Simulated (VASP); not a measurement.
The system is TePb.

```
Pb Te
1.0
     0.00000    3.28418    3.28418
     3.28418    0.00000    3.28418
     3.28418    3.28418    0.00000
Pb Te
1 1
Cartesian
  0.0000 0.0000 0.0000
  3.2842 3.2842 3.2842
```

This cell differs from its parent crystal: strain +0.5%.

Base run:

| Property | Result |
| --- | --- |
| Program | VASP 6.6.1 |
| Functional | HSE06 |
| Potentials or basis | VASP PAW PBE potentials, release 64 (Pb_d, Te) |
| Cutoff | 520 eV |
| k mesh | 4 × 4 × 4 |
| Occupations | gaussian, width 0.01 eV |
| Spin | no spin polarisation |

Its results: band gap on the k mesh 1.20 eV; pressure -1.1 GPa.

Q: The run is repeated on the same cell with these changes: functional from HSE06 to PBE. What comes out?

A: Band gap on the k mesh 0.83 eV; pressure 0.0 GPa.

Caveats: the structure was generated, so it needn't be the stable form of TePb; spin-orbit coupling is left out, which moves the levels of the heavy elements; the PAW data sets were made with another functional, which shifts forces and pressure a little (at least some runs).

A k mesh can miss the band edges.
